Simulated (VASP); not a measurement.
A run of VASP 6.6.1 is set up as follows.

Contents of INCAR:

```
PREC = Accurate ; ENCUT = 600
EDIFF = 1E-6 ; ISMEAR = 0
SIGMA = 0.1 ; LREAL = False
LASPH = True ; NELM = 60
ALGO = Normal ; ISIF = 3
LWAVE = False ; LCHARG = False
GGA = PE ; IBRION = 2
NSW = 90 ; EDIFFG = -0.04
```

File KPOINTS:

```
regular mesh
0
Gamma
  4 4 4
```

POSCAR

```
VBiO4
1.0
   -3.6515000000      3.6515000000      3.2920000000
    3.6515000000     -3.6515000000      3.2920000000
    3.6515000000      3.6515000000     -3.2920000000
V Bi O
2 2 8
Direct
    0.5000000000      0.5000000000      0.0000000000
    0.2500000000      0.7500000000      0.5000000000
    0.7500000000      0.2500000000      0.5000000000
    0.0000000000      0.0000000000      0.0000000000
    0.1550000000      0.3330000000      0.8220000000
    0.0830000000      0.7610000000      0.6780000000
    0.5110000000      0.3330000000      0.1780000000
    0.0830000000      0.4050000000      0.3220000000
    0.5950000000      0.9170000000      0.6780000000
    0.6670000000      0.8450000000      0.1780000000
    0.2390000000      0.9170000000      0.3220000000
    0.6670000000      0.4890000000      0.8220000000
```

Potentials or basis: VASP PAW PBE potentials, release 64 (V_sv, Bi_d, O).

The run is started by

```bash
$ cat potpaw_PBE.64/V_sv/POTCAR potpaw_PBE.64/Bi_d/POTCAR potpaw_PBE.64/O/POTCAR > POTCAR
$ mpirun -np 1 vasp_std > vasp.out
```

Question: What does it give for the band gap on the k mesh?

Answer: 2.83 eV.

Question: Estimate the relaxed cell.

Answer: a = 6.144 Å, b = 6.144 Å, c = 6.144 Å, α = 106.18°, β = 106.18°, γ = 116.27°.

Stress tensor (GPa, compression positive):
```
0.34 0.00 0.00
0.00 0.34 0.00
0.00 0.00 0.09
```

Caveat: spin-orbit coupling is left out, which moves the levels of the heavy elements. PBE usually gives volumes a little too large and moduli too small.
